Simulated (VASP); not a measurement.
Here is a VASP 6.6.1 calculation.

The input INCAR:

```
SYSTEM = GaSb2
ALGO = Normal
EDIFF = 1E-7
ENCUT = 520
GGA = PE
ISIF = 2
ISMEAR = 0
LASPH = .TRUE.
LCHARG = .FALSE.
LREAL = .FALSE.
LWAVE = .FALSE.
NBANDS = 18
NELM = 80
PREC = Accurate
SIGMA = 0.1
```

KPOINTS

```
k-points
0
G
  2 6 6
  0 0 0
```

Contents of POSCAR:

```
GaSb2
1.0
    8.2705738990      0.0000000000      0.0000000000
    0.0000000000      1.7427920638      2.6923775334
    0.0000000000     -1.7427920638      2.6923775334
Ga Sb
1 2
Direct
    0.0000000000      0.7249411736      0.7249411736
    0.3107557328      0.1394190400      0.1394190400
    0.6892442672      0.1394190400      0.1394190400
```

Potentials or basis: VASP PAW PBE potentials, release 64 (Ga_d, Sb).

Run with:

```console
$ cat potpaw_PBE.64/Ga_d/POTCAR potpaw_PBE.64/Sb/POTCAR > POTCAR
$ mpirun -np 1 vasp_std > vasp.out
```

Problem. What does it give for the pressure?

Solution. 0.4 GPa.

Problem. Predict the largest force.

Solution. 0.196 eV/Å.

Problem. Estimate the band gap on the k mesh.

Solution. Zero (an odd number of electrons rules out a gap without spin polarisation).

Stress tensor (GPa, compression positive):
```
 1.41  0.00  0.00
 0.00 -0.09  0.00
 0.00  0.00 -0.04
```

Caveat: the k points lie up to 0.38 Å⁻¹ apart, too coarse for converged energies and pressures of a metal; spin-orbit coupling is left out, which moves the levels of the heavy elements.
